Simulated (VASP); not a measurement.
A run of VASP 6.6.1 is set up as follows.

The input INCAR:

```
  PREC = Accurate
  ENCUT = 520
  EDIFF = 1E-6
  ISMEAR = -1
  SIGMA = 0.04
  LREAL = False
  LASPH = True
  NELM = 60
  ALGO = Normal
  ISIF = 2
  LWAVE = False
  LCHARG = True
  GGA = PE
  LELF = True
  LVHAR = True
  NBANDS = 20
```

File KPOINTS:

```
Automatic mesh
0
Gamma
  5 5 3
```

The input POSCAR:

```
Ta2N
1.0
    3.1128615060      0.0000000000      0.0000000000
   -1.5564307530      2.6958171426      0.0000000000
    0.0000000000      0.0000000000      4.8698410000
Ta N
2 1
Direct
    0.3333333333      0.6666666667      0.2547110000
    0.6666666667      0.3333333333      0.7452890000
    0.0000000000      0.0000000000      0.0000000000
```

Potentials or basis: VASP PAW PBE potentials, release 64 (Ta_pv, N).

Run with:

```console
$ cat potpaw_PBE.64/Ta_pv/POTCAR potpaw_PBE.64/N/POTCAR > POTCAR
$ mpirun -np 1 vasp_std > vasp.out
```

What does it give for the pressure?

-0.6 GPa.

Estimate the largest force.

0.602 eV/Å.

Stress tensor (GPa, compression positive):
```
-1.46  0.00  0.00
 0.00 -1.46  0.00
 0.00  0.00  1.14
```

Caveat: the k points lie up to 0.47 Å⁻¹ apart.
